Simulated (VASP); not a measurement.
Write the native input for VASP 6.6.1 that does the following.

* Task: single point
* Functional: PBEsol
* Potentials or basis: VASP PAW PBE potentials, release 64 (Sr_sv)
* Cutoff: 520 eV
* k mesh: 14 × 14 × 14
* Occupations: gaussian, width 0.1 eV
* Spin: no spin polarisation
* Dipole correction: no
* Further INCAR settings: ALGO = Normal; EDIFF = 1e-07; NBANDS = 11

The structure of Sr lies in POSCAR:

```
Sr
1.0
    3.7500147209      0.0000000000      0.0000000000
    0.0000000000      3.7500147209      0.0000000000
    0.0000000000      0.0000000000      3.7500147209
Sr
1
Direct
    0.0000000000      0.0000000000      0.0000000000
```

This isn't the form of Sr at room conditions, which is fcc.

These files were run (other wordings do the same):

INCAR

```
ALGO     = Normal         # electronic algorithm
EDIFF    = 1E-7           # SCF threshold, eV
ENCUT    = 520            # plane-wave cutoff, eV
GGA      = PS             # functional
ISIF     = 2              # what is computed and relaxed
ISMEAR   = 0              # smearing method
LASPH    = T              # aspherical terms in the spheres
LCHARG   = F              # write CHGCAR
LREAL    = F              # projectors in reciprocal space
LWAVE    = F              # write WAVECAR
NBANDS   = 11             # bands
NELM     = 60             # most SCF steps
PREC     = Accurate       # precision mode
SIGMA    = 0.1            # smearing width, eV
```

KPOINTS

```
k-points
0
Gamma
  14 14 14
```

Potentials or basis: VASP PAW PBE potentials, release 64 (Sr_sv).

The run is started by

```console
$ cat potpaw_PBE.64/Sr_sv/POTCAR > POTCAR
$ mpirun -np 1 vasp_std > vasp.out
```

Results of the run:

The pressure is 0.0 GPa and the band gap on the k mesh is zero (bands 5 and 6 overlap by 0.74 eV).

Caveat: the PAW data sets were made with another functional, which shifts forces and pressure a little.

Wall time 18 s on 1 thread of Intel(R) Xeon(R) 6975P-C (Granite Rapids), with other jobs on the host, peak memory 0.2 GiB.
